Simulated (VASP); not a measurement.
Set up this calculation in VASP 6.6.1, as the native input.

```
Task                   : single point
Functional             : PBEsol
Potentials or basis    : VASP PAW PBE potentials, release 64 (Ta_pv, N)
Cutoff                 : 520 eV
k mesh                 : 18 × 18 × 10
Occupations            : gaussian, width 0.15 eV
Spin                   : no spin polarisation
Dipole correction      : no
Further INCAR settings : ALGO = Normal; EDIFF = 1e-06; NBANDS = 20
```

The structure of Ta2N lies in POSCAR:

```
Ta2N
1.0
    3.0786153869      0.0000000000      0.0000000000
   -1.5393076935      2.6661591336      0.0000000000
    0.0000000000      0.0000000000      4.8232571780
Ta N
2 1
Direct
    0.6479130974      0.2958261948      0.7462554481
    0.3520869026      0.7041738052      0.2537445519
    0.0000000000      0.0000000000      0.0000000000
```

This cell differs from its parent crystal: mode 4 (105.5 1/cm) frozen in, largest displacement +0.100 Å.

One way to write it, as run:

INCAR

```
SYSTEM = Ta2N
PREC     = Accurate       ! precision mode
ENCUT    = 520            ! plane-wave cutoff, eV
EDIFF    = 1E-6           ! SCF threshold, eV
ISMEAR   = 0              ! smearing method
SIGMA    = 0.15           ! smearing width, eV
LREAL    = .False.        ! projectors in reciprocal space
LASPH    = .True.         ! aspherical terms in the spheres
NELM     = 60             ! most SCF steps
ALGO     = Normal         ! electronic algorithm
ISIF     = 2              ! what is computed and relaxed
LWAVE    = .False.        ! write WAVECAR
LCHARG   = .True.         ! write CHGCAR
GGA      = PS             ! functional
LELF     = .True.         ! ELF
LVHAR    = .True.       
NBANDS   = 20             ! bands
```

KPOINTS

```
regular mesh
0
Gamma
  18 18 10
  0 0 0
```

Potentials or basis: VASP PAW PBE potentials, release 64 (Ta_pv, N).

The run is started by

```bash
$ cat potpaw_PBE.64/Ta_pv/POTCAR potpaw_PBE.64/N/POTCAR > POTCAR
$ mpirun -np 1 vasp_std > vasp.out
```

Results of the run:

```
Pressure      : 2.2 GPa
Largest force : 0.818 eV/Å
```

Caveat: the cell differs from its parent crystal (mode 4 (105.5 1/cm) frozen in, largest displacement +0.100 Å); the PAW data sets were made with another functional, which shifts forces and pressure a little.

It took 14 min on 1 thread of Oxide Virtual Turin-like Processor, with other jobs on the host, peak memory 0.63 GiB.
